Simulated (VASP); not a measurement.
# C (C2/m) in VASP: a series of runs

C is run at these levels: PBEsol-based screened hybrid with 25 % exact exchange, PBE0, PBE; tasks: single point, relaxation of cell and atoms.

All numbers are computed with VASP 6.6.1; they aren't measurements. Logs are shortened: lines on timing, memory, paths and dates and some standing lists are left out, and cuts for length are marked.

### Step 1. The cell of the first run

The structure is monoclinic, space group C2/m (No. 12). Conventional cell: a = 4.255 Å, b = 2.457 Å, c = 3.765 Å, α = 90.00°, β = 111.49°, γ = 90.00°. C (site symmetry m) has 3 C at 1.42 Å within 1.9 Å.

### Step 2. Single point, PBEsol-based screened hybrid with 25 % exact exchange

Input file POSCAR:

```
C
1.0
    2.1273203072     -1.2282824400      0.0000000000
    2.1273203072      1.2282824400      0.0000000000
   -1.3790696309      0.0000000000      3.5028300786
C
2
Direct
    0.1666444700      0.1666444700      0.9999069600
    0.8333555300      0.8333555300      0.0000930400
```

Input file INCAR.step1:

```
SYSTEM = C
PREC = Accurate ; ENCUT = 520
EDIFF = 1E-5 ; ISMEAR = -1
SIGMA = 0.05 ; LREAL = .FALSE.
LASPH = .TRUE. ; NELM = 60
ALGO = Normal ; ISIF = 2
LWAVE = .TRUE. ; LCHARG = .FALSE.
GGA = PE ; NBANDS = 11
```

Input file INCAR.step2:

```
SYSTEM = C
PREC = Accurate ; ENCUT = 520
EDIFF = 1E-6 ; ISMEAR = -1
SIGMA = 0.05 ; LREAL = .FALSE.
LASPH = .TRUE. ; NELM = 60
ALGO = Normal ; ISIF = 2
LWAVE = .FALSE. ; LCHARG = .FALSE.
GGA = PS ; LHFCALC = .TRUE.
AEXX = 0.25 ; HFSCREEN = 0.207
PRECFOCK = Normal ; ISTART = 1
NBANDS = 11
```

Input file KPOINTS:

```
regular mesh
0
G
  7 7 4
  0 0 0
```

Potentials or basis: VASP PAW PBE potentials, release 64 (C).

Launch:

```sh
cat potpaw_PBE.64/C/POTCAR > POTCAR
cp INCAR.step1 INCAR
mpirun -np 1 vasp_std > vasp.out
cp INCAR.step2 INCAR
mpirun -np 1 vasp_std > vasp.out
```

OUTCAR:

```text
SYSTEM = C
   PREC = Accurate
   ENCUT = 520
   EDIFF = 1E-6
   ISMEAR = -1
   LREAL = .FALSE.
   LASPH = .TRUE.
   NELM = 60
   ISIF = 2
   GGA = PS
   LHFCALC = .TRUE.
   AEXX = 0.25
   HFSCREEN = 0.207
   PRECFOCK = Normal
   ISTART = 1

 ion  position               nearest neighbor table
   1  0.167  0.167  1.000-   2 1.42   2 1.42   2 1.42
   2  0.833  0.833  0.000-   1 1.42   1 1.42   1 1.42

  LATTYP: Found a base centered monoclinic cell.
 ALAT       =     4.2546406144
 B/A-ratio  =     0.5773848141
 C/A-ratio  =     0.8848045598
 COS(beta)  =    -0.3663329314

  Lattice vectors:

 A1 = (   2.1273203072,  -1.2282824400,   0.0000000000)
 A2 = (   2.1273203072,   1.2282824400,   0.0000000000)
 A3 = (  -1.3790696309,   0.0000000000,   3.5028300786)

Analysis of symmetry for initial positions (statically):
=====================================================================
 Subroutine PRICEL returns:
 Original cell was already a primitive cell.

 Routine SETGRP: Setting up the symmetry group for a
 base centered monoclinic supercell.

 Subroutine GETGRP returns: Found  4 space group operations
 (whereof  4 operations were pure point group operations)
 out of a pool of  4 trial point group operations.

The static configuration has the point symmetry C_2h.

Analysis of symmetry for dynamics (positions and initial velocities):
=====================================================================
 Subroutine PRICEL returns:
 Original cell was already a primitive cell.

 Routine SETGRP: Setting up the symmetry group for a
 base centered monoclinic supercell.

 Subroutine GETGRP returns: Found  4 space group operations
 (whereof  4 operations were pure point group operations)
 out of a pool of  4 trial point group operations.

The dynamic configuration has the point symmetry C_2h.

 Subroutine INISYM returns: Found  4 space group operations
 (whereof  4 operations are pure point group operations),
 and found     1 'primitive' translations

----------------------------------------------------------------------------------------

                                     Primitive cell

  volume of cell :      18.3054

  direct lattice vectors                    reciprocal lattice vectors
     2.127320307 -1.228282440  0.000000000     0.235037478 -0.407072497  0.092534619
     2.127320307  1.228282440  0.000000000     0.235037478  0.407072497  0.092534619
    -1.379069631  0.000000000  3.502830079     0.000000000  0.000000000  0.285483446

  length of vectors
     2.456454649  2.456454649  3.764525416     0.479075453  0.479075453  0.285483446

  position of ions in fractional coordinates (direct lattice)
     0.166644470  0.166644470  0.999906960
     0.833355530  0.833355530  0.000093040

  ion indices of the primitive-cell ions
   primitive index   ion index
                 1           1
                 2           2

----------------------------------------------------------------------------------------

 KPOINTS: regular mesh

Automatic generation of k-mesh.
 Grid dimensions read from file:
 generate k-points for:    7    7    4

 Generating k-lattice:

  Cartesian coordinates                     Fractional coordinates (reciprocal lattice)
     0.033576783 -0.058153214  0.013219231     0.142857143 -0.000000000  0.000000000
     0.033576783  0.058153214  0.013219231    -0.000000000  0.142857143  0.000000000
     0.000000000  0.000000000  0.071370861     0.000000000  0.000000000  0.250000000

  Length of vectors
     0.068439350  0.068439350  0.071370861

  Shift w.r.t. Gamma in fractional coordinates (k-lattice)
     0.000000000  0.000000000  0.000000000

 Subroutine IBZKPT returns following result:
 ===========================================

 Found     60 irreducible k-points:

 Following reciprocal coordinates:
            Coordinates               Weight
  0.000000  0.000000  0.000000      1.000000
  0.142857 -0.000000 -0.000000      4.000000
  0.285714 -0.000000  0.000000      4.000000
  0.428571 -0.000000 -0.000000      4.000000
  0.142857  0.142857 -0.000000      2.000000
  0.285714  0.142857 -0.000000      4.000000
[... 16 lines left out ...]
 -0.142857  0.000000  0.250000      4.000000
  0.142857  0.142857  0.250000      2.000000
 [... further k-points ...]
   k-points           NKPTS =     60   k-points in BZ     NKDIM =    196   number of bands    NBANDS=     11
   number of dos      NEDOS =    301   number of ions     NIONS =      2
   total plane-waves  NPLWV =   9072
   dimension x,y,z NGX =    18 NGY =   18 NGZ =   28
   dimension x,y,z NGXF=    36 NGYF=   36 NGZF=   56
   ions per type =               2
   NGX,Y,Z   is equivalent  to a cutoff of  12.18, 12.18, 12.37 a.u.
   NGXF,Y,Z  is equivalent  to a cutoff of  24.36, 24.36, 24.73 a.u.
 SYSTEM =  C
   PREC   = accura    normal or accurate (medium, high low for compatibility)
   ISTART =      1    job   : 0-new  1-cont  2-samecut
   ICHARG =      0    charge: 1-file 2-atom 10-const
   ISPIN  =      1    spin polarized calculation?
   LNONCOLLINEAR =      F non collinear calculations
   LSORBIT =      F    spin-orbit coupling
   LASPH  =      T    aspherical Exc in radial PAW
   ENCUT  =  520.0 eV  38.22 Ry    6.18 a.u.   4.57  4.57  7.00*2*pi/ulx,y,z
   NELM   =     60;   NELMIN=  2; NELMDL=  0     # of ELM steps
   EDIFF  = 0.1E-05   stopping-criterion for ELM
   LREAL  =      F    real-space projection
   EDIFFG = 0.1E-04   stopping-criterion for IOM
   NSW    =      0    number of steps for IOM
   IBRION =     -1    ionic relax: 0-MD 1-quasi-New 2-CG
   NFREE  =      0    steps in history (QN), initial steepest desc. (CG)
   ISIF   =      2    stress and relaxation
   ISYM   =      3    0-nonsym 1-usesym 2-fastsym
   POTIM  = 0.5000    time-step for ionic-motion
   TEBEG  =    0.0;   TEEND  =   0.0 temperature during run
   PSTRESS=    0.0 pullay stress
   NELECT =       8.0000    total number of electrons
   NUPDOWN=      -1.0000    fix difference up-down
   EMIN   =  10.00;   EMAX   =-10.00  energy-range for DOS
   EFERMI =   0.00;   METHOD = LEGACY
   ISMEAR =    -1;   SIGMA  =   0.05  broadening in eV -4-tet -1-fermi 0-gaus
   EFERMI_NEDOS =   21; number of points for ismear=-14 and -15
   IALGO  =     38    algorithm
   IMIX   =      1    mixing-type and parameters
     AMIX     =   0.40;   BMIX     =  1.00
     AMIX_MAG =   1.60;   BMIX_MAG =  1.00
  volume/ion in A,a.u.               =       9.15        61.77
  Fermi-wavevector in a.u.,A,eV,Ry     =   1.242352  2.347705 20.999765  1.543439
  Thomas-Fermi vector in A             =   2.376710
   LORBIT       =      0    0 simple, 1 ext, 2 COOP (PROOUT), +10 PAW based schemes
   GGA     = PS    functional components
   LHFCALC =     T    Hartree Fock is set to
   PRECFOCK=normal    Normal, Fast or Accurate (Low or Medium for compatibility)
   ENCUT4O =  -1.0   cutoff for four orbital integrals eV
   NKREDX  =     1    reduce k-point grid by
   NKREDY  =     1    reduce k-point grid by
   NKREDZ  =     1    reduce k-point grid by
   AEXX    =    0.2500 exact exchange contribution
   HFSCREEN=    0.2070 screening length (either q_TF or 0.3 A-1)
   HFSCREENC=   0.2070 screening length for correlation (either q_TF or 0.3 A-1)
   ENCUTFOCK=  -1.0 apply spherical cutoff to Coloumb kernel
   IVDW    =     0    specifies the selected vdW correction
   LEPSILON=     F    determine dielectric tensor
   LRPA    =     F    only Hartree local field effects (RPA)
 non-spin polarized calculation
  energy-cutoff  :      520.00
  volume of cell :       18.31
 maximum number of plane-waves:       504
 NGX is ok and might be reduce to    18
  NGX = 14; NGY = 14; NGZ = 24

 number of electron       8.0000000 magnetization

 Free energy of the ion-electron system (eV)
  ---------------------------------------------------
  ext. energy  EPLUGINS =         0.00000000
  ---------------------------------------------------
  free energy    TOTEN  =       -21.79077742 eV

  energy without entropy =      -21.79077742  energy(sigma->0) =      -21.79077742

 E-fermi :   4.0447     XC(G=0):  -8.4832

 val. band max:        2.9996253491   @ k =  -0.2857   0.2857   0.0000
 cond. band min:       5.7982060580   @ k =  -0.2857   0.4286   0.2500
 fundamental gap:      2.7985807089
 Fermi energy:         4.0447076575

 k-point     1 :       0.0000    0.0000    0.0000
  band No.  band energies     occupation
      1     -17.9434      2.00000
      2      -3.7640      2.00000
      3       0.2992      2.00000
      4       0.3030      2.00000
      5       8.3208      0.00000
      6      13.5962      0.00000
      7      13.5990      0.00000
      8      17.4138      0.00000
      9      18.4860      0.00000
     10      27.8893      0.00000
     11      29.5100      0.00000

 k-point     2 :       0.1429   -0.0000   -0.0000
  band No.  band energies     occupation
      1     -17.4070      2.00000
      2      -3.1745      2.00000
      3      -1.6056      2.00000
      4      -0.6529      2.00000
      5       9.0391      0.00000
      6      13.6513      0.00000
      7      15.6029      0.00000
      8      15.6711      0.00000
      9      19.4230      0.00000
     10      27.1852      0.00000
     11      29.4570      0.00000

 k-point     3 :       0.2857   -0.0000    0.0000
  band No.  band energies     occupation
      1     -15.8171      2.00000
      2      -5.5501      2.00000
      3      -2.2628      2.00000
      4      -1.4424      2.00000
      5      11.0789      0.00000
      6      11.6681      0.00000
      7      13.2275      0.00000
      8      20.4077      0.00000
      9      21.1935      0.00000
     10      23.9815      0.00000
     11      27.0327      0.00000
[... 267 lines left out ...]
 k-point    23 :      -0.1429    0.0000    0.2500
  band No.  band energies     occupation
      1     -17.3345      2.00000
      2      -3.8139      2.00000
      3      -1.5930      2.00000
      4      -0.6712      2.00000
      5      10.6299      0.00000
      6      13.5932      0.00000
      7      15.5937      0.00000
      8      15.6625      0.00000
      9      19.4362      0.00000
     10      26.2128      0.00000
     11      29.3912      0.00000

 k-point    24 :       0.1429    0.1429    0.2500
  band No.  band energies     occupation
      1     -17.2408      2.00000
      2      -4.5076      2.00000
      3      -1.6056      2.00000
      4      -0.6783      2.00000
      5      12.9528      0.00000
      6      13.5990      0.00000
      7      15.6479      0.00000
      8      15.7422      0.00000
      9      19.3288      0.00000
     10      23.9813      0.00000
     11      28.8281      0.00000

 [... further k-points ...]
[... 5 lines left out ...]
  --------------------------------------------------------------------------------------
  -------------------------------------------------------------------------------------
  Total       -0.6123325     -0.6212007      0.0557081      0.0000000      0.0000000     -0.0036038
  in kB      -53.5941860    -54.3703773      4.8758294      0.0000000      0.0000000     -0.3154236
  external PRESSURE =     -34.3629113 kB  Pullay stress =       0.0000000 kB

 VOLUME and BASIS-vectors are now :
 -----------------------------------------------------------------------------
  energy-cutoff  :      520.00
  volume of cell :       18.31
      direct lattice vectors                 reciprocal lattice vectors
     2.127320307 -1.228282440  0.000000000     0.235037478 -0.407072497  0.092534619
     2.127320307  1.228282440  0.000000000     0.235037478  0.407072497  0.092534619
    -1.379069631  0.000000000  3.502830079     0.000000000  0.000000000  0.285483446

 POSITION                                       TOTAL-FORCE (eV/Angst)
 -----------------------------------------------------------------------------------
     -0.66993      0.00000      3.50250        -0.002132      0.000000      0.009941
      3.54550      0.00000      0.00033         0.002132      0.000000     -0.009941
 -----------------------------------------------------------------------------------
    total drift:                               -0.000000     -0.000000     -0.000000

  FREE ENERGIE OF THE ION-ELECTRON SYSTEM (eV)
  ---------------------------------------------------
  free  energy   TOTEN  =       -21.7907774198 eV

  energy  without entropy=      -21.7907774198  energy(sigma->0) =      -21.79077742
```

Run time: 15 min. Hardware: 1 thread of AMD EPYC 7R43 (Zen 3), shared host; peak memory 0.19 GiB.

What came out:

```yaml
Free_energy: -21.7908 eV
Pressure: -3.4 GPa
Largest_force: 0.010 eV/Å
```

Forces in eV/Å, atoms in the order of the input:
```
C   -0.002  0.000  0.010
C    0.002  0.000 -0.010
```

Caveat: the k points lie up to 0.45 Å⁻¹ apart; this functional lacks dispersion, which binds the layers, so the pressure and a relaxed spacing across them are unreliable; the PAW data sets were made with another functional, which shifts forces and pressure a little.

### Step 3. Single point, PBE0

This run uses another cell than the first one, of 9.34 Å³/atom.

Input file POSCAR:

```
C
1.0
    2.1414089317     -1.2364169979      0.0000000000
    2.1414089317      1.2364169979      0.0000000000
   -1.3882028085      0.0000000000      3.5260283048
C
2
Direct
    0.1666444700      0.1666444700      0.9999069600
    0.8333555300      0.8333555300      0.0000930400
```

Input file INCAR.step1:

```
ALGO     = Normal         # electronic algorithm
EDIFF    = 1E-5           # SCF threshold, eV
ENCUT    = 520            # plane-wave cutoff, eV
GGA      = PE             # functional
ISIF     = 2              # what is computed and relaxed
ISMEAR   = -1             # smearing method
LASPH    = True           # aspherical terms in the spheres
LREAL    = False          # projectors in reciprocal space
LWAVE    = True           # write WAVECAR
NBANDS   = 11             # bands
NELM     = 60             # most SCF steps
PREC     = Accurate       # precision mode
SIGMA    = 0.05           # smearing width, eV
```

Input file INCAR.step2:

```
AEXX     = 0.25           # exact-exchange fraction
ALGO     = Normal         # electronic algorithm
EDIFF    = 1E-7           # SCF threshold, eV
ENCUT    = 520            # plane-wave cutoff, eV
GGA      = PE             # functional
ISIF     = 2              # what is computed and relaxed
ISMEAR   = -1             # smearing method
ISTART   = 1            
LASPH    = True           # aspherical terms in the spheres
LCHARG   = True           # write CHGCAR
LELF     = True           # ELF
LHFCALC  = True           # exact exchange
LREAL    = False          # projectors in reciprocal space
LVHAR    = True         
LWAVE    = False          # write WAVECAR
NBANDS   = 11             # bands
NELM     = 60             # most SCF steps
PREC     = Accurate       # precision mode
PRECFOCK = Normal       
SIGMA    = 0.05           # smearing width, eV
```

Input file KPOINTS:

```
k-points
0
Gamma
  6 6 4
```

Potentials or basis: VASP PAW PBE potentials, release 64 (C).

Launch:

```sh
cat potpaw_PBE.64/C/POTCAR > POTCAR
cp INCAR.step1 INCAR
mpirun -np 1 vasp_std > vasp.out
cp INCAR.step2 INCAR
mpirun -np 1 vasp_std > vasp.out
```

Run time: 13 min. Hardware: 1 thread of Intel Xeon 8259CL, shared host; peak memory 0.13 GiB.

The run converged. Its results:

| Property | Result |
| --- | --- |
| Free energy | -22.1951 eV |
| Pressure | -6.8 GPa |
| Largest force | 0.057 eV/Å |

Forces in eV/Å, atoms in the order of the input:
```
C    0.005  0.000 -0.057
C   -0.005  0.000  0.057
```

Stress tensor (GPa, compression positive):
```
-10.00   0.00  -0.09
  0.00 -10.23   0.00
 -0.09   0.00  -0.06
```

Caveat: the k points lie up to 0.50 Å⁻¹ apart; this functional lacks dispersion, which binds the layers, so the pressure and a relaxed spacing across them are unreliable; the PAW data sets were made with another functional, which shifts forces and pressure a little.

[end of part 1 of 2]
